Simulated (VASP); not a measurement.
# ZrC in VASP: a series of runs

Aim: see how the results for ZrC move with the level of theory and the settings. Levels: PBE0, LDA. Tasks: single point.

Program: VASP 6.6.1. These are calculated values, not measurements. Logs are shortened: lines on timing, memory, paths and dates and some standing lists are left out, and cuts for length are marked.

## 1. The cell of the first run

The structure is cubic, space group Fm-3m (No. 225). Conventional cell: a = 4.730 Å, b = 4.730 Å, c = 4.730 Å, α = 90.00°, β = 90.00°, γ = 90.00°. Within 3.1 Å of Zr (site symmetry m-3m) lie 6 C at 2.37 Å. Within 3.1 Å of C (site symmetry m-3m) lie 6 Zr at 2.37 Å.

## 2. Single point, PBE0

Input file POSCAR:

```
ZrC
1.0
    0.0000000000      2.3650000000      2.3650000000
    2.3650000000      0.0000000000      2.3650000000
    2.3650000000      2.3650000000      0.0000000000
Zr C
1 1
Direct
    0.5000000000      0.5000000000      0.5000000000
    0.0000000000      0.0000000000      0.0000000000
```

Input file INCAR.step1:

```
  PREC = Accurate
  ENCUT = 520
  EDIFF = 1E-5
  ISMEAR = 1
  SIGMA = 0.05
  LREAL = F
  LASPH = T
  NELM = 120
  ALGO = Normal
  ISIF = 2
  LWAVE = T
  NBANDS = 15
  GGA = PE
  GGA_COMPAT = F
  KPAR = 4
```

Input file INCAR.step2:

```
  PREC = Accurate
  ENCUT = 520
  EDIFF = 1E-6
  ISMEAR = 1
  SIGMA = 0.05
  LREAL = F
  LASPH = T
  NELM = 120
  ALGO = Normal
  ISIF = 2
  LWAVE = F
  LCHARG = T
  GGA = PE
  LHFCALC = T
  AEXX = 0.25
  PRECFOCK = Normal
  LVHAR = T
  NBANDS = 15
  ISTART = 1
  GGA_COMPAT = F
  KPAR = 4
```

Input file KPOINTS:

```
Automatic mesh
0
Gamma
  9 9 9
```

Potentials or basis: VASP PAW PBE potentials, release 64 (Zr_sv, C).

On the command line:

```console
cat potpaw_PBE.64/Zr_sv/POTCAR potpaw_PBE.64/C/POTCAR > POTCAR
cp INCAR.step1 INCAR
mpirun -np 4 vasp_std > vasp.out
cp INCAR.step2 INCAR
mpirun -np 4 vasp_std > vasp.out
```

OUTCAR:

```text
PREC = Accurate
   ENCUT = 520
   EDIFF = 1E-6
   ISMEAR = 1
   LREAL = F
   LASPH = T
   NELM = 120
   ISIF = 2
   GGA = PE
   LHFCALC = T
   AEXX = 0.25
   PRECFOCK = Normal
   ISTART = 1

 ion  position               nearest neighbor table
   1  0.500  0.500  0.500-   2 2.37   2 2.37   2 2.37   2 2.37   2 2.37   2 2.37
   2  0.000  0.000  0.000-   1 2.37   1 2.37   1 2.37   1 2.37   1 2.37   1 2.37

  LATTYP: Found a face centered cubic cell.
 ALAT       =     4.7300000000

  Lattice vectors:

 A1 = (   0.0000000000,   2.3650000000,   2.3650000000)
 A2 = (   2.3650000000,   0.0000000000,   2.3650000000)
 A3 = (   2.3650000000,   2.3650000000,   0.0000000000)

Analysis of symmetry for initial positions (statically):
=====================================================================
 Subroutine PRICEL returns:
 Original cell was already a primitive cell.

 Routine SETGRP: Setting up the symmetry group for a
 face centered cubic supercell.

 Subroutine GETGRP returns: Found 48 space group operations
 (whereof 48 operations were pure point group operations)
 out of a pool of 48 trial point group operations.

The static configuration has the point symmetry O_h .

Analysis of symmetry for dynamics (positions and initial velocities):
=====================================================================
 Subroutine PRICEL returns:
 Original cell was already a primitive cell.

 Routine SETGRP: Setting up the symmetry group for a
 face centered cubic supercell.

 Subroutine GETGRP returns: Found 48 space group operations
 (whereof 48 operations were pure point group operations)
 out of a pool of 48 trial point group operations.

The dynamic configuration has the point symmetry O_h .

 Subroutine INISYM returns: Found 48 space group operations
 (whereof 48 operations are pure point group operations),
 and found     1 'primitive' translations

----------------------------------------------------------------------------------------

                                     Primitive cell

  volume of cell :      26.4560

  direct lattice vectors                    reciprocal lattice vectors
     0.000000000  2.365000000  2.365000000    -0.211416490  0.211416490  0.211416490
     2.365000000  0.000000000  2.365000000     0.211416490 -0.211416490  0.211416490
     2.365000000  2.365000000  0.000000000     0.211416490  0.211416490 -0.211416490

  length of vectors
[... 101 lines left out ...]
     AMIX     =   0.40;   BMIX     =  1.00
     AMIX_MAG =   1.60;   BMIX_MAG =  1.00
  volume/ion in A,a.u.               =      13.23        89.27
  Fermi-wavevector in a.u.,A,eV,Ry     =   1.384439  2.616209 26.077880  1.916670
  Thomas-Fermi vector in A             =   2.508943
   LORBIT       =      0    0 simple, 1 ext, 2 COOP (PROOUT), +10 PAW based schemes
   GGA     = PE    functional components
   LHFCALC =     T    Hartree Fock is set to
   PRECFOCK=normal    Normal, Fast or Accurate (Low or Medium for compatibility)
   ENCUT4O =  -1.0   cutoff for four orbital integrals eV
   NKREDX  =     1    reduce k-point grid by
   NKREDY  =     1    reduce k-point grid by
   NKREDZ  =     1    reduce k-point grid by
   AEXX    =    0.2500 exact exchange contribution
   HFSCREEN=    0.0000 screening length (either q_TF or 0.3 A-1)
   HFSCREENC=   0.0000 screening length for correlation (either q_TF or 0.3 A-1)
   ENCUTFOCK=  -1.0 apply spherical cutoff to Coloumb kernel
   IVDW    =     0    specifies the selected vdW correction
   LEPSILON=     F    determine dielectric tensor
   LRPA    =     F    only Hartree local field effects (RPA)
 non-spin polarized calculation
 Methfessel and Paxton  Order N= 1 SIGMA  =   0.05
  energy-cutoff  :      520.00
  volume of cell :       26.46
 maximum number of plane-waves:       725
 NGX is ok and might be reduce to    28
  NGX = 20; NGY = 20; NGZ = 20

 number of electron      16.0000000 magnetization

 Free energy of the ion-electron system (eV)
  ---------------------------------------------------
  ext. energy  EPLUGINS =         0.00000000
  ---------------------------------------------------
  free energy    TOTEN  =       -23.88599900 eV

  energy without entropy =      -23.88588907  energy(sigma->0) =      -23.88596236

 E-fermi :   9.2842     XC(G=0):  -9.4758

 val. band max:        9.2840707408   @ k =   0.2222   0.2222   0.0000
 cond. band min:       9.4070663034   @ k =   0.1111   0.1111   0.0000
 fundamental gap:      0.1229955626
 Fermi energy:         9.2842364843

 k-point     1 :       0.0000    0.0000    0.0000
  band No.  band energies     occupation
      1     -42.9166      2.00000
      2     -19.2098      2.00000
      3     -19.2098      2.00000
      4     -19.2098      2.00000
      5      -4.0592      2.00000
      6      10.3970      0.00000
      7      10.3970      0.00000
      8      10.3970      0.00000
      9      11.2221      0.00000
     10      11.2221      0.00000
     11      11.2221      0.00000
     12      12.8355      0.00000
     13      12.8355      0.00000
     14      17.6315      0.00000
[... 401 lines left out ...]
      2     -19.9668      2.00000
      3     -19.4950      2.00000
      4     -19.4950      2.00000
      5      -2.6730      2.00000
      6       5.9336      2.00000
      7       7.4571      2.00000
      8       8.8278      2.00000
      9       8.8278      2.00000
     10      14.5722      0.00000
     11      16.2154      0.00000
     12      16.2154      0.00000
     13      18.4853      0.00000
     14      20.9332      0.00000
     15      23.0241      0.00000

 [... further k-points ...]

------------------------ aborting loop because EDIFF is reached ----------------------------------------

  FORCE on cell =-STRESS in cart. coord.  units (eV):
  Direction    XX          YY          ZZ          XY          YZ          ZX
  --------------------------------------------------------------------------------------
  -------------------------------------------------------------------------------------
  Total       -0.8822916     -0.8822916     -0.8822916      0.0000000      0.0000000     -0.0000000
  in kB      -53.4317372    -53.4317372    -53.4317372      0.0000000      0.0000000     -0.0000000
  external PRESSURE =     -53.4317372 kB  Pullay stress =       0.0000000 kB

 VOLUME and BASIS-vectors are now :
 -----------------------------------------------------------------------------
  energy-cutoff  :      520.00
  volume of cell :       26.46
      direct lattice vectors                 reciprocal lattice vectors
     0.000000000  2.365000000  2.365000000    -0.211416490  0.211416490  0.211416490
     2.365000000  0.000000000  2.365000000     0.211416490 -0.211416490  0.211416490
     2.365000000  2.365000000  0.000000000     0.211416490  0.211416490 -0.211416490

 POSITION                                       TOTAL-FORCE (eV/Angst)
 -----------------------------------------------------------------------------------
      2.36500      2.36500      2.36500         0.000000      0.000000      0.000000
      0.00000      0.00000      0.00000        -0.000000     -0.000000     -0.000000
 -----------------------------------------------------------------------------------
    total drift:                               -0.000000     -0.000000     -0.000000

  FREE ENERGIE OF THE ION-ELECTRON SYSTEM (eV)
  ---------------------------------------------------
  free  energy   TOTEN  =       -23.8859990016 eV

  energy  without entropy=      -23.8858890694  energy(sigma->0) =      -23.88596236
```

OSZICAR.step1:

```text
N       E                     dE             d eps       ncg     rms          rms(c)
DAV:   1     0.986162082240E+02    0.98616E+02   -0.86469E+03  1050   0.108E+03
DAV:   2    -0.170157773947E+02   -0.11563E+03   -0.10816E+03  1372   0.283E+02
DAV:   3    -0.228118554613E+02   -0.57961E+01   -0.57631E+01  1695   0.542E+01
DAV:   4    -0.229530054667E+02   -0.14115E+00   -0.14109E+00  1290   0.592E+00
DAV:   5    -0.229551018023E+02   -0.20963E-02   -0.20963E-02  1425   0.583E-01    0.197E+01
DAV:   6    -0.195894251593E+02    0.33657E+01   -0.64648E+00  1183   0.227E+01    0.674E+00
DAV:   7    -0.194741375261E+02    0.11529E+00   -0.64730E-01  1178   0.601E+00    0.592E+00
DAV:   8    -0.194993569412E+02   -0.25219E-01   -0.36718E-01  1239   0.473E+00    0.525E+00
DAV:   9    -0.194575476432E+02    0.41809E-01   -0.72369E-02  1120   0.199E+00    0.838E-01
DAV:  10    -0.194565995410E+02    0.94810E-03   -0.58255E-03  1344   0.615E-01    0.595E-02
DAV:  11    -0.194566009865E+02   -0.14455E-05   -0.15019E-04  1156   0.108E-01    0.538E-02
DAV:  12    -0.194565945839E+02    0.64025E-05   -0.37482E-06   889   0.156E-02
   1 F= -.19456595E+02 E0= -.19456506E+02  d E =-.267200E-03
```

Wall time 53 min (4 MPI ranks of Intel Xeon Platinum 8259CL at 2.50GHz (Skylake/Cascade Lake), shared host); peak memory 0.19 GiB.

Results:

```yaml
Free_energy: -23.8860 eV
Pressure: -5.3 GPa
Band_gap_on_the_k_mesh: zero (bands 8 and 9 overlap by 1.85 eV)
```

Caveat: the cell stands under tension; the PAW data sets were made with another functional, which shifts forces and pressure a little.

## 3. Single point, LDA, non-collinear spin, zero start, spin-orbit coupling (atoms moved at random)

Input file INCAR:

```
SYSTEM = ZrC
PREC = Accurate
ENCUT = 600
EDIFF = 1E-6
ISMEAR = 0
SIGMA = 0.1
LREAL = .False.
LASPH = .True.
NELM = 200
ALGO = Normal
ISIF = 2
LWAVE = .False.
LCHARG = .False.
MAGMOM = 0 0 0 0 0 0
LORBIT = 11
LSORBIT = .True.
GGA_COMPAT = .False.
LORBMOM = .True.
LMAXMIX = 4
NBANDS = 28
```

Input file KPOINTS:

```
Automatic mesh
0
Gamma
  8 8 8
  0 0 0
```

Input file POSCAR:

```
ZrC
1.0
    0.0000000000      2.3650000000      2.3650000000
    2.3650000000      0.0000000000      2.3650000000
    2.3650000000      2.3650000000      0.0000000000
Zr C
1 1
Direct
    0.5086935763      0.4760334768      0.4945102171
    0.0087364237     -0.0237484768     -0.0055602171
```

Potentials or basis: VASP PAW LDA potentials, release 64 (Zr_sv, C).

On the command line:

```console
cat potpaw_LDA.64/Zr_sv/POTCAR potpaw_LDA.64/C/POTCAR > POTCAR
mpirun -np 1 vasp_ncl > vasp.out
```

It took 7.9 min on 1 thread of Intel Xeon 6975P-C (Granite Rapids), shared host; peak memory 0.71 GiB.

It converged, with:

```
Free energy                                           : -21.2967 eV
Pressure                                              : -12.1 GPa
Largest force                                         : 0.005 eV/Å
Net moment                                            : 0.00 μB per cell
Valence electrons inside the program's atomic spheres : Zr 9.84; C 2.33
```

Forces on the atoms (eV/Å):
```
Zr   0.002  0.000  0.004
C   -0.002  0.000 -0.004
```

Moments on the atoms (μB; x, y, z):
```
Zr  0.00 0.00 0.00
C   0.00 0.00 0.00
```

Caveat: the cell differs from its parent crystal (atoms moved at random); the cell stands under tension.

The gap in the log of VASP goes by the Fermi energy; the results here count the filled bands.